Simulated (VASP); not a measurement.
Cu: single point with PBEsol

The system is Cu.

```xyz
1
Lattice="0.0000 1.7814 1.7814 1.7814 0.0000 1.7814 1.7814 1.7814 0.0000" Properties=species:S:1:pos:R:3 pbc="T T T"
Cu    0.0000    0.0000    0.0000
```

- Program: VASP 6.6.1
- Task: single point
- Functional: PBEsol
- Potentials or basis: VASP PAW PBE potentials, release 64 (Cu)
- Cutoff: 520 eV
- k mesh: 25 × 25 × 25
- Occupations: fermi-dirac, width 0.1 eV
- Spin: no spin polarisation

```
Pressure               : 0.8 GPa
Band gap on the k mesh : zero (an odd number of electrons rules out a gap without spin polarisation)
```

Levels at points of the mesh, in eV from the Fermi level:
```tsv
k point	band 4	band 5	band 6	band 7	band 8	band 9
(0.00, 0.00, 0.00)	-3.18	-2.29	-2.29	22.92	25.87	25.87
```

Wall time 63 s on 1 thread of Intel Xeon 8259CL, with other jobs on the host, peak memory 0.17 GiB.

Caveat: the PAW data sets were made with another functional, which shifts forces and pressure a little.
